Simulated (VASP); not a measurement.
The system is PbO2.

```
Pb O
1.0
     3.93019    0.00000    0.00000
     0.00000    3.93019    0.00000
     0.00000    0.00000    5.65796
Pb O
2 4
Direct
  0.00000 0.00000 0.00000
  0.50000 0.50000 0.50000
  0.00000 0.50000 0.20300
  0.00000 0.50000 0.70300
  0.50000 0.00000 0.29700
  0.50000 0.00000 0.79700
```

```yaml
Program: VASP 6.6.1
Task: relaxation of cell and atoms
Functional: PBE
Potentials_or_basis: VASP PAW PBE potentials, release 64 (Pb_d, O)
Cutoff: 600 eV
k_mesh: 4 × 4 × 4
Occupations: gaussian, width 0.1 eV
Spin: no spin polarisation
```

At the start: pressure -8.7 GPa; volume 14.57 Å³/atom.

Question: Where does the relaxation end?

Answer: Over 8 steps the energy falls by 47.4 meV/atom and the volume is 13.72 Å³/atom (-5.8 %); space group P4_2/nmc (No. 137, to 0.1 Å) before and after.

Step by step:
| step | energy change (eV) | largest force (eV/Å) | pressure (GPa) | volume (Å³) |
| --- | --- | --- | --- | --- |
| 1 | 0.0000 | 0.3281 | -8.67 | 87.40 |
| 2 | -0.1988 | 0.1179 | 5.18 | 77.78 |
| 3 | -0.2363 | 0.1964 | 0.48 | 80.28 |
| 4 | -0.2485 | 0.1977 | 0.40 | 80.52 |
| 5 | -0.2682 | 0.1856 | 0.21 | 81.21 |
| 6 | -0.2696 | 0.1788 | 0.21 | 81.42 |
| 7 | -0.2797 | 0.1079 | -0.05 | 81.82 |
| 8 | -0.2844 | 0.0117 | -0.33 | 82.35 |

Final structure:
```
Pb O
1.0
     3.78417    0.00000    0.00000
     0.00000    3.78417    0.00000
     0.00000    0.00000    5.75060
Pb O
2 4
Direct
  0.00000 0.00000 0.00000
  0.50000 0.50000 0.50000
  0.00000 0.50000 0.18645
  0.00000 0.50000 0.68645
  0.50000 0.00000 0.31355
  0.50000 0.00000 0.81355
```

Caveat: the k points lie up to 0.42 Å⁻¹ apart in the final cell.
